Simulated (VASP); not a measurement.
Wanted: the native input for a VASP 6.6.1 run.

| Item | Value |
| --- | --- |
| Task | single point |
| Functional | LDA |
| Potentials or basis | VASP PAW LDA potentials, release 64 (Hf_pv) |
| Cutoff | 500 eV |
| k mesh | 7 × 7 × 7 |
| Occupations | methfessel-paxton, width 0.05 eV |
| Spin | no spin polarisation |
| Dipole correction | no |
| Further INCAR settings | ALGO = Normal; EDIFF = 1e-06; NBANDS = 17 |

The structure of Hf lies in POSCAR:

```
Hf
1.0
    0.0000000000      3.1063439407      3.1063439407
    3.1063439407      0.0000000000      3.1063439407
    3.1063439407      3.1063439407      0.0000000000
Hf
2
Direct
    1.0000000000      1.0000000000      1.0000000000
    0.2500000000      0.2500000000      0.2500000000
```

This isn't the form of Hf at room conditions, which is hcp.

The input as run:

INCAR

```
ALGO     = Normal         # electronic algorithm
EDIFF    = 1E-6           # SCF threshold, eV
ENCUT    = 500            # plane-wave cutoff, eV
GGA      = CA             # functional
GGA_COMPAT= False        
ISIF     = 2              # what is computed and relaxed
ISMEAR   = 1              # smearing method
LASPH    = True           # aspherical terms in the spheres
LCHARG   = True           # write CHGCAR
LELF     = True           # ELF
LREAL    = False          # projectors in reciprocal space
LVHAR    = True         
LWAVE    = False          # write WAVECAR
NBANDS   = 17             # bands
NELM     = 120            # most SCF steps
PREC     = Accurate       # precision mode
SIGMA    = 0.05           # smearing width, eV
```

KPOINTS

```
k-points
0
Gamma
  7 7 7
```

Potentials or basis: VASP PAW LDA potentials, release 64 (Hf_pv).

Launch:

```bash
$ cat potpaw_LDA.64/Hf_pv/POTCAR > POTCAR
$ mpirun -np 1 vasp_std > vasp.out
```

It gave:

```yaml
Pressure: -0.4 GPa
Band_gap_on_the_k_mesh: zero (bands 10 and 11 overlap by 0.51 eV)
```

Caveat: spin-orbit coupling is left out, which moves the levels of the heavy elements.

It took 10 s on 1 thread of AMD EPYC 9R45 96-Core Processor (Zen 5) (shared host), peak memory 0.12 GiB.
